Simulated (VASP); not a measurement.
Wanted: the native input for a VASP 6.6.1 run.

- Task: single point
- Functional: PBE
- Potentials or basis: VASP PAW PBE potentials, release 64 (Sn_d, Ge_d)
- Cutoff: 520 eV
- k mesh: 12 × 12 × 12
- Occupations: gaussian, width 0.1 eV
- Spin: no spin polarisation
- Dipole correction: no
- k mesh for the DOS: 18 × 18 × 18
- Occupations for the DOS: tetrahedron
- Further INCAR settings: ALGO = Fast; EDIFF = 1e-07; NBANDS = 28

Crystal: SnGe2.

```
Sn Ge
1.0
     3.84297    0.00000    0.00000
     0.00000    3.84297    0.00000
     0.00000    0.00000    4.92586
Sn Ge
1 2
Cartesian
  1.9215 1.9215 0.0000
  0.0000 1.9215 2.4629
  1.9215 0.0000 2.4629
```

The input as run:

POSCAR

```
SnGe2
1.0
    3.8429678542      0.0000000000      0.0000000000
    0.0000000000      3.8429678542      0.0000000000
    0.0000000000      0.0000000000      4.9258611025
Sn Ge
1 2
Direct
    0.5000000000      0.5000000000      0.0000000000
    0.0000000000      0.5000000000      0.5000000000
    0.5000000000      0.0000000000      0.5000000000
```

INCAR.step1

```
SYSTEM = SnGe2
ALGO = Fast ; EDIFF = 1E-7
ENCUT = 520 ; GGA = PE
ISIF = 2 ; ISMEAR = 0
LASPH = .True. ; LCHARG = .True.
LREAL = .False. ; LWAVE = .False.
NBANDS = 28 ; NELM = 80
PREC = Accurate ; SIGMA = 0.1
```

KPOINTS.step1

```
k-points
0
Gamma
  12 12 12
  0 0 0
```

INCAR.step2

```
SYSTEM = SnGe2
ALGO = Fast ; EDIFF = 1E-7
ENCUT = 520 ; GGA = PE
ICHARG = 11 ; ISIF = 2
ISMEAR = -5 ; LASPH = .True.
LCHARG = .False. ; LORBIT = 11
LREAL = .False. ; LWAVE = .False.
NBANDS = 28 ; NEDOS = 2001
NELM = 80 ; PREC = Accurate
SIGMA = 0.1
```

KPOINTS.step2

```
k-points
0
Gamma
  18 18 18
  0 0 0
```

Potentials or basis: VASP PAW PBE potentials, release 64 (Sn_d, Ge_d).

The run is started by

```console
$ cat potpaw_PBE.64/Sn_d/POTCAR potpaw_PBE.64/Ge_d/POTCAR > POTCAR
$ cp INCAR.step1 INCAR
$ cp KPOINTS.step1 KPOINTS
$ mpirun -np 1 vasp_std > vasp.out
$ cp INCAR.step2 INCAR
$ cp KPOINTS.step2 KPOINTS
$ mpirun -np 1 vasp_std > vasp.out
```

It gave:

```yaml
Valence_electrons_inside_the_program's_atomic_spheres: Sn 12.11; Ge 12.24
```

Wall time 34 min on 1 thread of Oxide Virtual Turin-like Processor (shared host), peak memory 0.95 GiB.
